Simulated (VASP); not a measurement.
A run of VASP 6.6.1 is set up as follows.

Contents of INCAR:

```
PREC = Accurate
ENCUT = 520
EDIFF = 1E-6
ISMEAR = -1
SIGMA = 0.1
LREAL = False
LASPH = True
NELM = 80
ALGO = Normal
ISIF = 2
LWAVE = False
LCHARG = False
GGA = PS
NBANDS = 18
```

File KPOINTS:

```
regular mesh
0
Gamma
  6 6 6
```

File POSCAR:

```
BiTe
1.0
    0.0000000000      3.2350000000      3.2350000000
    3.2350000000      0.0000000000      3.2350000000
    3.2350000000      3.2350000000      0.0000000000
Bi Te
1 1
Direct
    0.0000000000      0.0000000000      0.0000000000
    0.5000000000      0.5000000000      0.5000000000
```

Potentials or basis: VASP PAW PBE potentials, release 64 (Bi_d, Te).

Launch:

```sh
$ cat potpaw_PBE.64/Bi_d/POTCAR potpaw_PBE.64/Te/POTCAR > POTCAR
$ mpirun -np 1 vasp_std > vasp.out
```

**Question.** Estimate the pressure.

**Answer.** -1.6 GPa.

Caveat: the PAW data sets were made with another functional, which shifts forces and pressure a little.
